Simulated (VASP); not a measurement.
Crystal: AlN.

```xyz
4
Lattice="3.1067 0.0000 0.0000 -1.5533 2.6905 0.0000 0.0000 0.0000 4.9786" Properties=species:S:1:pos:R:3 pbc="T T T"
Al    0.0000    1.7937   -0.0164
Al    1.5533    0.8968    2.4729
N     0.0000    1.7937    1.8834
N     1.5533    0.8968    4.3727
```

Base run:

* Program: VASP 6.6.1
* Functional: PBE
* Potentials or basis: VASP PAW PBE potentials, release 64 (Al, N)
* Cutoff: 600 eV
* k mesh: 6 × 6 × 4
* Occupations: gaussian, width 0.01 eV
* Spin: no spin polarisation

Its results: band gap on the k mesh 4.24 eV, direct; pressure 4.3 GPa; largest force 0.010 eV/Å.

Task: The run is repeated on the same cell with these changes: functional from PBE to PBEsol. What comes out?

Result: Band gap on the k mesh 4.17 eV, direct; pressure 1.0 GPa; largest force 0.013 eV/Å.

PBEsol binds more tightly than PBE, so the same cell stands under less pressure.

Caveats: the PAW data sets were made with another functional, which shifts forces and pressure a little (some runs).

